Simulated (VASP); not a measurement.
A run of VASP 6.6.1 is set up as follows.

The input POSCAR:

```
Ni
1.0
   -1.3610010292      1.3610010292      1.3610010292
    1.3610010292     -1.3610010292      1.3610010292
    1.3610010292      1.3610010292     -1.3610010292
Ni
1
Direct
    0.0000000000      0.0000000000      0.0000000000
```

INCAR.step1

```
  PREC = Accurate
  ENCUT = 520
  EDIFF = 1E-6
  ISMEAR = -1
  SIGMA = 0.1
  LREAL = F
  LASPH = T
  NELM = 150
  ALGO = Normal
  ISIF = 2
  LWAVE = F
  LCHARG = T
  ISPIN = 2
  MAGMOM = 1
  LMAXMIX = 4
  GGA = CA
  NBANDS = 15
```

KPOINTS.step1

```
Automatic mesh
0
Gamma
  22 22 22
```

INCAR.step2

```
  PREC = Accurate
  ENCUT = 520
  EDIFF = 1E-6
  ISMEAR = -5
  SIGMA = 0.1
  LREAL = F
  LASPH = T
  NELM = 150
  ALGO = Normal
  ISIF = 2
  LWAVE = F
  LCHARG = F
  ISPIN = 2
  MAGMOM = 1
  LORBIT = 11
  LMAXMIX = 4
  GGA = CA
  NBANDS = 15
  NEDOS = 2001
  ICHARG = 11
```

Contents of KPOINTS.step2:

```
Automatic mesh
0
Gamma
  33 33 33
```

Potentials or basis: VASP PAW LDA potentials, release 64 (Ni).

Launch:

```bash
$ cat potpaw_LDA.64/Ni/POTCAR > POTCAR
$ cp INCAR.step1 INCAR
$ cp KPOINTS.step1 KPOINTS
$ mpirun -np 1 vasp_std > vasp.out
$ cp INCAR.step2 INCAR
$ cp KPOINTS.step2 KPOINTS
$ mpirun -np 1 vasp_std > vasp.out
```

What does it give for the site moments?

Ni +0.07 μB.

Predict the net moment.

0.07 μB per cell.
